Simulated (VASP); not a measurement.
Set up this calculation in VASP 6.6.1, as the native input.

```yaml
Task: relaxation of cell and atoms
Functional: LDA
Potentials_or_basis: VASP PAW LDA potentials, release 64 (Cs_sv)
Cutoff: 600 eV
k_mesh: 10 × 10 × 10
Occupations: fermi-dirac, width 0.02 eV
Spin: no spin polarisation
Dipole_correction: no
Further_INCAR_settings: ALGO = Normal; EDIFF = 1e-07; IBRION = 2; EDIFFG = -0.03; NSW = 80; ISIF = 3
```

The structure of Cs lies in POSCAR:

```
Cs
1.0
    5.2541760411     -0.0000000291     -0.0000000504
   -1.7513919863      4.9536846874     -0.0000000504
   -1.7513919863     -2.4768422709      4.2900168236
Cs
1
Direct
    0.0000000000      0.0000000000      0.0000000000
```

The input as run:

INCAR

```
SYSTEM = Cs
ALGO = Normal
EDIFF = 1E-7
EDIFFG = -0.03
ENCUT = 600
IBRION = 2
ISIF = 3
ISMEAR = -1
LASPH = .True.
LCHARG = .False.
LREAL = .False.
LWAVE = .False.
NELM = 80
NSW = 80
PREC = Accurate
SIGMA = 0.02
```

KPOINTS

```
k-points
0
Gamma
  10 10 10
  0 0 0
```

Potentials or basis: VASP PAW LDA potentials, release 64 (Cs_sv).

Command:

```bash
$ cat potpaw_LDA.64/Cs_sv/POTCAR > POTCAR
$ mpirun -np 1 vasp_std > vasp.out
```

It gave:

```json
{"Relaxed volume": "94.66 Å³/atom", "Relaxed cell": "a = 4.973 Å, b = 4.973 Å, c = 4.973 Å, α = 109.47°, β = 109.47°, γ = 109.47°", "Space group after relaxing (to 0.05 Å)": "Im-3m (No. 229)", "Energy gained by relaxing": "17.2 meV/atom", "Ionic steps": "4", "Pressure after relaxing": "0.0 GPa"}
```

Caveat: the volume moved by over 15 % at a fixed basis, so the end points are rough; the volume moved by -15 % from the deposited cell, more than functionals usually miss.

Run time: 58 s on 1 thread of Intel(R) Xeon(R) Platinum 8488C (Sapphire Rapids) (shared host), peak memory 0.24 GiB.
